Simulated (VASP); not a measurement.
# Pt in VASP: single point with PBEsol

Aim: the single point of Pt with PBEsol.

All numbers are computed with VASP 6.6.1; they aren't measurements. Logs are shortened: lines on timing, memory, paths and dates and some standing lists are left out, and cuts for length are marked.

## Step 1: The cell of the first run

The typed cell holds 1 atom: a = 2.823 Å, b = 2.823 Å, c = 2.823 Å, α = 120.00°, β = 120.00°, γ = 90.01°.

## Step 2: Single point, PBEsol

File INCAR:

```
PREC = Accurate
ENCUT = 520
EDIFF = 1E-6
ISMEAR = 0
SIGMA = 0.15
LREAL = F
LASPH = T
NELM = 60
ALGO = Fast
ISIF = 2
LWAVE = F
LCHARG = F
GGA = PS
NBANDS = 11
```

File KPOINTS:

```
regular mesh
0
Gamma
  24 24 24
```

File POSCAR:

```
Pt
1.0
   -1.4114506192      1.4114506192      1.9957911756
    1.4114506192     -1.4114506192      1.9957911756
    1.4114506192      1.4114506192     -1.9957911756
Pt
1
Direct
    0.0000000000      0.0000000000      0.0000000000
```

Potentials or basis: VASP PAW PBE potentials, release 64 (Pt).

Started as:

```console
cat potpaw_PBE.64/Pt/POTCAR > POTCAR
mpirun -np 1 vasp_std > vasp.out
```

OUTCAR:

```text
PREC = Accurate
   ENCUT = 520
   EDIFF = 1E-6
   ISMEAR = 0
   LREAL = F
   LASPH = T
   NELM = 60
   ISIF = 2
   GGA = PS

 ion  position               nearest neighbor table
   1  0.000  0.000  0.000-

  LATTYP: Found a body centered tetragonal cell.
 ALAT       =     2.8229012384
 C/A-ratio  =     1.4140000000

  Lattice vectors:

 A1 = (  -1.4114506192,   1.4114506192,   1.9957911756)
 A2 = (   1.4114506192,  -1.4114506192,   1.9957911756)
 A3 = (   1.4114506192,   1.4114506192,  -1.9957911756)

Analysis of symmetry for initial positions (statically):
=====================================================================
 Subroutine PRICEL returns:
 Original cell was already a primitive cell.

 Routine SETGRP: Setting up the symmetry group for a
 body centered tetragonal supercell.

 Subroutine GETGRP returns: Found 16 space group operations
 (whereof 16 operations were pure point group operations)
 out of a pool of 16 trial point group operations.

The static configuration has the point symmetry D_4h.

Analysis of symmetry for dynamics (positions and initial velocities):
=====================================================================
 Subroutine PRICEL returns:
 Original cell was already a primitive cell.

 Routine SETGRP: Setting up the symmetry group for a
 body centered tetragonal supercell.

 Subroutine GETGRP returns: Found 16 space group operations
 (whereof 16 operations were pure point group operations)
 out of a pool of 16 trial point group operations.

The dynamic configuration has the point symmetry D_4h.

 Subroutine INISYM returns: Found 16 space group operations
 (whereof 16 operations are pure point group operations),
 and found     1 'primitive' translations

----------------------------------------------------------------------------------------

                                     Primitive cell

  volume of cell :      15.9040

  direct lattice vectors                    reciprocal lattice vectors
    -1.411450619  1.411450619  1.995791176     0.000000000  0.354245479  0.250527213
     1.411450619 -1.411450619  1.995791176     0.354245479  0.000000000  0.250527213
     1.411450619  1.411450619 -1.995791176     0.354245479  0.354245479  0.000000000

  length of vectors
     2.822688101  2.822688101  2.822688101     0.433882177  0.433882177  0.500978760

  position of ions in fractional coordinates (direct lattice)
     0.000000000  0.000000000  0.000000000

  ion indices of the primitive-cell ions
   primitive index   ion index
                 1           1

----------------------------------------------------------------------------------------

 KPOINTS: regular mesh

Automatic generation of k-mesh.
 Grid dimensions read from file:
 generate k-points for:   24   24   24

 Generating k-lattice:

  Cartesian coordinates                     Fractional coordinates (reciprocal lattice)
     0.000000000  0.014760228  0.010438634     0.041666667 -0.000000000  0.000000000
     0.014760228  0.000000000  0.010438634    -0.000000000  0.041666667  0.000000000
     0.014760228  0.014760228  0.000000000     0.000000000  0.000000000  0.041666667

  Length of vectors
     0.018078424  0.018078424  0.020874115

  Shift w.r.t. Gamma in fractional coordinates (k-lattice)
     0.000000000  0.000000000  0.000000000

 Subroutine IBZKPT returns following result:
 ===========================================

 Found   1063 irreducible k-points:

 Following reciprocal coordinates:
            Coordinates               Weight
  0.000000  0.000000  0.000000      1.000000
  0.041667  0.000000 -0.000000      8.000000
  0.083333  0.000000  0.000000      8.000000
  0.125000  0.000000 -0.000000      8.000000
  0.166667  0.000000 -0.000000      8.000000
  0.208333  0.000000 -0.000000      8.000000
[... 16 lines left out ...]
  0.416667  0.041667 -0.000000     16.000000
  0.458333  0.041667 -0.000000     16.000000
 [... further k-points ...]
   k-points           NKPTS =   1063   k-points in BZ     NKDIM =   1063   number of bands    NBANDS=     11
   number of dos      NEDOS =    301   number of ions     NIONS =      1
   total plane-waves  NPLWV =  13824
   dimension x,y,z NGX =    24 NGY =   24 NGZ =   24
   dimension x,y,z NGXF=    48 NGYF=   48 NGZF=   48
   ions per type =               1
   NGX,Y,Z   is equivalent  to a cutoff of  14.14, 14.14, 14.14 a.u.
   NGXF,Y,Z  is equivalent  to a cutoff of  28.27, 28.27, 28.27 a.u.
 SYSTEM =  unknown system
   PREC   = accura    normal or accurate (medium, high low for compatibility)
   ISTART =      0    job   : 0-new  1-cont  2-samecut
   ICHARG =      2    charge: 1-file 2-atom 10-const
   ISPIN  =      1    spin polarized calculation?
   LNONCOLLINEAR =      F non collinear calculations
   LSORBIT =      F    spin-orbit coupling
   LASPH  =      T    aspherical Exc in radial PAW
   ENCUT  =  520.0 eV  38.22 Ry    6.18 a.u.   5.25  5.25  5.25*2*pi/ulx,y,z
   NELM   =     60;   NELMIN=  2; NELMDL= -5     # of ELM steps
   EDIFF  = 0.1E-05   stopping-criterion for ELM
   LREAL  =      F    real-space projection
   EDIFFG = 0.1E-04   stopping-criterion for IOM
   NSW    =      0    number of steps for IOM
   IBRION =     -1    ionic relax: 0-MD 1-quasi-New 2-CG
   NFREE  =      0    steps in history (QN), initial steepest desc. (CG)
   ISIF   =      2    stress and relaxation
   ISYM   =      2    0-nonsym 1-usesym 2-fastsym
   POTIM  = 0.5000    time-step for ionic-motion
   TEBEG  =    0.0;   TEEND  =   0.0 temperature during run
   PSTRESS=    0.0 pullay stress
   NELECT =      10.0000    total number of electrons
   NUPDOWN=      -1.0000    fix difference up-down
   EMIN   =  10.00;   EMAX   =-10.00  energy-range for DOS
   EFERMI =   0.00;   METHOD = LEGACY
   ISMEAR =     0;   SIGMA  =   0.15  broadening in eV -4-tet -1-fermi 0-gaus
   EFERMI_NEDOS =   21; number of points for ismear=-14 and -15
   IALGO  =     68    algorithm
   IMIX   =      4    mixing-type and parameters
     AMIX     =   0.40;   BMIX     =  1.00
     AMIX_MAG =   1.60;   BMIX_MAG =  1.00
  volume/ion in A,a.u.               =      15.90       107.33
  Fermi-wavevector in a.u.,A,eV,Ry     =   1.402510  2.650360 26.763132  1.967035
  Thomas-Fermi vector in A             =   2.525265
   LORBIT       =      0    0 simple, 1 ext, 2 COOP (PROOUT), +10 PAW based schemes
   GGA     = PS    functional components
   LHFCALC =     F    Hartree Fock is set to
   AEXX    =    0.0000 exact exchange contribution
   IVDW    =     0    specifies the selected vdW correction
   LEPSILON=     F    determine dielectric tensor
   LRPA    =     F    only Hartree local field effects (RPA)
 non-spin polarized calculation
 RMM-DIIS sequential band-by-band and
 Gauss-broadening in eV      SIGMA  =   0.15
  energy-cutoff  :      520.00
  volume of cell :       15.90
 maximum number of plane-waves:       444
 NGX is ok and might be reduce to    24
   NGX = 11   NGY = 11   NGZ = 11

 number of electron      10.0000001 magnetization

 Free energy of the ion-electron system (eV)
  ---------------------------------------------------
  ext. energy  EPLUGINS =         0.00000000
  ---------------------------------------------------
  free energy    TOTEN  =        -6.93368502 eV

  energy without entropy =       -6.91004411  energy(sigma->0) =       -6.92186457

 E-fermi :  10.0943     XC(G=0): -13.3154

 val. band max:       10.0928163015   @ k =  -0.1667   0.5000   0.1250
 cond. band min:      10.0958132990   @ k =  -0.4583   0.0417  -0.0000
 fundamental gap:      0.0029969974
 Fermi energy:        10.0942912381

 k-point     1 :       0.0000    0.0000    0.0000
  band No.  band energies     occupation
      1       0.3933      2.00000
      2       6.6103      2.00000
      3       6.6103      2.00000
      4       6.6120      2.00000
      5       8.6062      2.00000
      6       8.6081      2.00000
      7      24.8564      0.00000
      8      29.5133      0.00000
      9      29.5133      0.00000
     10      29.5168      0.00000
     11      34.6236      0.00000

 k-point     2 :       0.0417    0.0000   -0.0000
  band No.  band energies     occupation
      1       0.4600      2.00000
      2       6.5816      2.00000
      3       6.6366      2.00000
      4       6.6378      2.00000
      5       8.5916      2.00000
      6       8.5935      2.00000
      7      24.9571      0.00000
      8      29.1153      0.00000
      9      29.6117      0.00000
     10      29.6141      0.00000
     11      35.0512      0.00000

 k-point     3 :       0.0833    0.0000    0.0000
  band No.  band energies     occupation
      1       0.6570      2.00000
      2       6.5010      2.00000
      3       6.7103      2.00000
      4       6.7114      2.00000
      5       8.5545      2.00000
      6       8.5563      2.00000
      7      25.2429      0.00000
      8      28.1835      0.00000
      9      29.9014      0.00000
     10      29.9038      0.00000
     11      35.8765      0.00000

 k-point     4 :       0.1250    0.0000   -0.0000
  band No.  band energies     occupation
      1       0.9744      2.00000
      2       6.3893      2.00000
      3       6.8137      2.00000
      4       6.8149      2.00000
      5       8.5164      2.00000
      6       8.5180      2.00000
      7      25.6555      0.00000
      8      27.0443      0.00000
      9      30.3645      0.00000
     10      30.3669      0.00000
     11      35.5543      0.00000

 k-point     5 :       0.1667    0.0000   -0.0000
  band No.  band energies     occupation
      1       1.3924      2.00000
      2       6.2797      2.00000
      3       6.9146      2.00000
      4       6.9159      2.00000
      5       8.5142      2.00000
      6       8.5156      2.00000
      7      25.7207      0.00000
      8      26.1848      0.00000
      9      30.9662      0.00000
     10      30.9685      0.00000
     11      34.2954      0.00000
[... 211 lines left out ...]
 k-point    21 :       0.3333    0.0417    0.0000
  band No.  band energies     occupation
      1       3.1772      2.00000
      2       6.7451      2.00000
      3       6.7999      2.00000
      4       7.1842      2.00000
      5       9.2656      2.00000
      6       9.7444      1.99903
      7      19.4872      0.00000
      8      25.3945      0.00000
      9      29.6194      0.00000
     10      31.1021      0.00000
     11      34.5107      0.00000

 k-point    22 :       0.3750    0.0417    0.0000
  band No.  band energies     occupation
      1       3.2827      2.00000
      2       6.6542      2.00000
      3       6.7102      2.00000
      4       7.9191      2.00000
      5       9.5907      2.00000
      6      10.0714      1.17084
      7      17.9696      0.00000
      8      24.9757      0.00000
      9      29.0048      0.00000
     10      30.0839      0.00000
     11      35.6768      0.00000

 k-point    23 :       0.4167    0.0417   -0.0000
  band No.  band energies     occupation
      1       3.3182      2.00000
      2       6.5790      2.00000
      3       6.6443      2.00000
      4       8.6527      2.00000
      5       9.8663      1.96842
      6      10.3913      0.00510
      7      16.6284      0.00000
      8      24.6770      0.00000
      9      28.5785      0.00000
     10      29.2985      0.00000
     11      36.6601      0.00000

 k-point    24 :       0.4583    0.0417   -0.0000
  band No.  band energies     occupation
      1       3.3256      2.00000
      2       6.5326      2.00000
      3       6.6098      2.00000
      4       9.1275      2.00000
      5      10.0566      1.27737
      6      10.6785      0.00000
      7      15.6967      0.00000
      8      24.5138      0.00000
      9      28.4066      0.00000
     10      28.7847      0.00000
     11      37.3123      0.00000

 [... further k-points ...]

------------------------ aborting loop because EDIFF is reached ----------------------------------------

  FORCE on cell =-STRESS in cart. coord.  units (eV):
  Direction    XX          YY          ZZ          XY          YZ          ZX
  --------------------------------------------------------------------------------------
  -------------------------------------------------------------------------------------
  Total       -1.4065975     -1.4065975     -1.4053262      0.0000000     -0.0000000      0.0000000
  in kB     -141.7013425   -141.7013425   -141.5732648      0.0000000     -0.0000000      0.0000000
  external PRESSURE =    -141.6586500 kB  Pullay stress =       0.0000000 kB

 VOLUME and BASIS-vectors are now :
 -----------------------------------------------------------------------------
  energy-cutoff  :      520.00
  volume of cell :       15.90
      direct lattice vectors                 reciprocal lattice vectors
    -1.411450619  1.411450619  1.995791176     0.000000000  0.354245479  0.250527213
     1.411450619 -1.411450619  1.995791176     0.354245479  0.000000000  0.250527213
     1.411450619  1.411450619 -1.995791176     0.354245479  0.354245479  0.000000000

 POSITION                                       TOTAL-FORCE (eV/Angst)
 -----------------------------------------------------------------------------------
      0.00000      0.00000      0.00000         0.000000      0.000000      0.000000
 -----------------------------------------------------------------------------------
    total drift:                               -0.000000      0.000000     -0.000000

  FREE ENERGIE OF THE ION-ELECTRON SYSTEM (eV)
  ---------------------------------------------------
  free  energy   TOTEN  =        -6.9336850232 eV

  energy  without entropy=       -6.9100441069  energy(sigma->0) =       -6.92186457
```

Run time: 4.5 min. Hardware: 1 thread of Intel Xeon 8259CL, shared host; peak memory 0.31 GiB.

What came out:

* Free energy: -6.9337 eV
* Pressure: -14.2 GPa
* Band gap on the k mesh: zero (bands 5 and 6 overlap by 2.03 eV)

Caveat: the cell stands under tension; the PAW data sets were made with another functional, which shifts forces and pressure a little; spin-orbit coupling is left out, which moves the levels of the heavy elements.
